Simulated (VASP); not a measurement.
# BAs (F-43m) in VASP: settings compared, part 2 of 2

VASP 6.6.1. Earlier steps stand in the parts before.

## Step 5: Single point, PBE

Contents of INCAR:

```
  ALGO = Normal
  EDIFF = 1E-6
  ENCUT = 520
  GGA = PE
  ISIF = 2
  ISMEAR = -1
  LASPH = True
  LCHARG = True
  LELF = True
  LREAL = False
  LVHAR = True
  LWAVE = False
  NBANDS = 11
  NELM = 80
  PREC = Accurate
  SIGMA = 0.02
```

Contents of KPOINTS:

```
k-points
0
Gamma
  10 10 10
```

Contents of POSCAR:

```
BAs
1.0
    0.0000000000      2.3918698983      2.3918698983
    2.3918698983      0.0000000000      2.3918698983
    2.3918698983      2.3918698983      0.0000000000
B As
1 1
Direct
    0.0000000000      0.0000000000      0.0000000000
    0.2500000000      0.2500000000      0.2500000000
```

Potentials or basis: VASP PAW PBE potentials, release 64 (B, As).

On the command line:

```sh
> cat potpaw_PBE.64/B/POTCAR potpaw_PBE.64/As/POTCAR > POTCAR
> mpirun -np 1 vasp_std > vasp.out
```

OUTCAR:

```text
EDIFF = 1E-6
   ENCUT = 520
   GGA = PE
   ISIF = 2
   ISMEAR = -1
   LASPH = True
   LREAL = False
   NELM = 80
   PREC = Accurate

 ion  position               nearest neighbor table
   1  0.000  0.000  0.000-   2 2.07   2 2.07   2 2.07   2 2.07
   2  0.250  0.250  0.250-   1 2.07   1 2.07   1 2.07   1 2.07

  LATTYP: Found a face centered cubic cell.
 ALAT       =     4.7837397966

  Lattice vectors:

 A1 = (   0.0000000000,   2.3918698983,   2.3918698983)
 A2 = (   2.3918698983,   0.0000000000,   2.3918698983)
 A3 = (   2.3918698983,   2.3918698983,   0.0000000000)

Analysis of symmetry for initial positions (statically):
=====================================================================
 Subroutine PRICEL returns:
 Original cell was already a primitive cell.

 Routine SETGRP: Setting up the symmetry group for a
 face centered cubic supercell.

 Subroutine GETGRP returns: Found 24 space group operations
 (whereof 24 operations were pure point group operations)
 out of a pool of 48 trial point group operations.

The static configuration has the point symmetry T_d .

[... 171 lines left out ...]
      3       6.0797      2.00000
      4       6.0797      2.00000
      5       9.3509      0.00000
      6       9.3509      0.00000
      7       9.3509      0.00000
      8      10.7128      0.00000
      9      15.6419      0.00000
     10      19.0131      0.00000
     11      19.0131      0.00000
[... 309 lines left out ...]
 k-point    24 :       0.4000    0.3000    0.0000
  band No.  band energies     occupation
      1      -6.6504      2.00000
      2      -0.3666      2.00000
      3       2.1208      2.00000
      4       2.6088      2.00000
      5       7.7781      0.00000
      6       9.4740      0.00000
      7      14.8853      0.00000
      8      15.1205      0.00000
      9      18.0960      0.00000
     10      21.8426      0.00000
     11      21.9237      0.00000

 [... further k-points ...]

------------------------ aborting loop because EDIFF is reached ----------------------------------------

  FORCE on cell =-STRESS in cart. coord.  units (eV):
  Direction    XX          YY          ZZ          XY          YZ          ZX
  --------------------------------------------------------------------------------------
  -------------------------------------------------------------------------------------
  Total        0.4803745      0.4803745      0.4803745      0.0000000      0.0000000      0.0000000
  in kB       28.1221072     28.1221072     28.1221072      0.0000000      0.0000000      0.0000000
  external PRESSURE =      28.1221072 kB  Pullay stress =       0.0000000 kB

 VOLUME and BASIS-vectors are now :
 -----------------------------------------------------------------------------
  energy-cutoff  :      520.00
  volume of cell :       27.37
      direct lattice vectors                 reciprocal lattice vectors
     0.000000000  2.391869898  2.391869898    -0.209041470  0.209041470  0.209041470
     2.391869898  0.000000000  2.391869898     0.209041470 -0.209041470  0.209041470
     2.391869898  2.391869898  0.000000000     0.209041470  0.209041470 -0.209041470

 POSITION                                       TOTAL-FORCE (eV/Angst)
 -----------------------------------------------------------------------------------
      0.00000      0.00000      0.00000        -0.000000     -0.000000     -0.000000
      1.19593      1.19593      1.19593         0.000000      0.000000      0.000000
 -----------------------------------------------------------------------------------
    total drift:                               -0.000000     -0.000000     -0.000000

  FREE ENERGIE OF THE ION-ELECTRON SYSTEM (eV)
  ---------------------------------------------------
  free  energy   TOTEN  =       -11.4086799839 eV

  energy  without entropy=      -11.4086799839  energy(sigma->0) =      -11.40867998
```

OSZICAR:

```text
N       E                     dE             d eps       ncg     rms          rms(c)
DAV:   1     0.125534600314E+02    0.12553E+02   -0.37930E+03  1034   0.637E+02
DAV:   2    -0.113679630128E+02   -0.23921E+02   -0.22983E+02  1415   0.107E+02
DAV:   3    -0.120381359653E+02   -0.67017E+00   -0.66897E+00  1284   0.164E+01
DAV:   4    -0.120397837217E+02   -0.16478E-02   -0.16477E-02  1150   0.942E-01
DAV:   5    -0.120397863835E+02   -0.26618E-05   -0.26618E-05  1234   0.400E-02    0.490E+00
DAV:   6    -0.114734403545E+02    0.56635E+00   -0.15701E+00  1097   0.508E+00    0.238E+00
DAV:   7    -0.114149493900E+02    0.58491E-01   -0.19050E-01  1199   0.214E+00    0.981E-01
DAV:   8    -0.114082169598E+02    0.67324E-02   -0.20167E-02  1175   0.806E-01    0.979E-02
DAV:   9    -0.114085178429E+02   -0.30088E-03   -0.76769E-04  1181   0.160E-01    0.583E-02
DAV:  10    -0.114086738610E+02   -0.15602E-03   -0.19217E-04  1096   0.845E-02    0.121E-02
DAV:  11    -0.114086798352E+02   -0.59742E-05   -0.54543E-06  1264   0.157E-02    0.105E-02
DAV:  12    -0.114086799839E+02   -0.14867E-06   -0.27430E-06  1100   0.901E-03
   1 F= -.11408680E+02 E0= -.11408680E+02  d E =-.128823E-12
```

It took 7.1 s on 1 thread of AMD EPYC 9R45 (Zen 5), shared host; peak memory 0.13 GiB.

What came out:

* Free energy: -11.4087 eV
* Pressure: 2.8 GPa
* Band gap on the k mesh: 1.18 eV, indirect (least direct gap 3.27 eV)

## Step 6: Single point, LDA

Contents of INCAR:

```
SYSTEM = BAs
ALGO = Normal
EDIFF = 1E-6
ENCUT = 520
ISIF = 2
ISMEAR = 0
LASPH = .TRUE.
LCHARG = .FALSE.
LREAL = .FALSE.
LWAVE = .FALSE.
NBANDS = 11
NELM = 60
PREC = Accurate
SIGMA = 0.01
```

Contents of KPOINTS:

```
k-points
0
G
  10 10 10
  0 0 0
```

POSCAR is that of step 5.

Potentials or basis: VASP PAW LDA potentials, release 64 (B, As).

On the command line:

```sh
> cat potpaw_LDA.64/B/POTCAR potpaw_LDA.64/As/POTCAR > POTCAR
> mpirun -np 1 vasp_std > vasp.out
```

It took 6 s on 1 thread of AMD EPYC 9R45 (Zen 5), shared host; peak memory 0.12 GiB.

It converged, with:

* Free energy: -12.9185 eV
* Pressure: -3.7 GPa
* Band gap on the k mesh: 1.13 eV, indirect (least direct gap 3.24 eV)

Levels at points of the mesh, in eV from the valence-band top:
| k point | band 2 | band 3 | band 4 | band 5 | band 6 | band 7 |
| --- | --- | --- | --- | --- | --- | --- |
| (0.00, 0.00, 0.00) | 0.00 | 0.00 | 0.00 | 3.24 | 3.24 | 3.24 |
| (0.50, 0.00, 0.00) | -8.72 | -1.81 | -1.81 | 2.67 | 4.74 | 4.74 |
| (0.50, 0.50, 0.00) | -8.40 | -4.06 | -4.06 | 1.34 | 1.42 | 11.19 |

## Step 7: The runs side by side

```csv
level,potentials or basis,cell,k mesh,smearing,gap on the mesh (eV),pressure (GPa)
PBE,"VASP PAW PBE potentials, release 64 (B, As)","a = 3.383 Å, angles 60.0°, 2 atoms",6 × 6 × 6,gaussian 0.01 eV,1.28,2.8
PBEsol,"VASP PAW PBE potentials, release 64 (B, As)","a = 3.371 Å, angles 60.0°, 2 atoms",8 × 8 × 8,fermi-dirac 0.02 eV,1.09,0.9
LDA,"VASP PAW LDA potentials, release 64 (B, As)","a = 3.346 Å, angles 60.0°, 2 atoms",8 × 8 × 8,fermi-dirac 0.02 eV,1.11,0.9
PBE,"VASP PAW PBE potentials, release 64 (B, As)","a = 3.383 Å, angles 60.0°, 2 atoms",10 × 10 × 10,fermi-dirac 0.02 eV,1.18,2.8
LDA,"VASP PAW LDA potentials, release 64 (B, As)","a = 3.383 Å, angles 60.0°, 2 atoms",10 × 10 × 10,gaussian 0.01 eV,1.13,-3.7
```

Alike in all rows: task single point; no spin polarisation; cutoff (eV) 520.

Caveats: the PAW data sets were made with another functional, which shifts forces and pressure a little (some runs).

Total energies depend on the potentials used, so only differences within one code and one set of settings carry meaning.
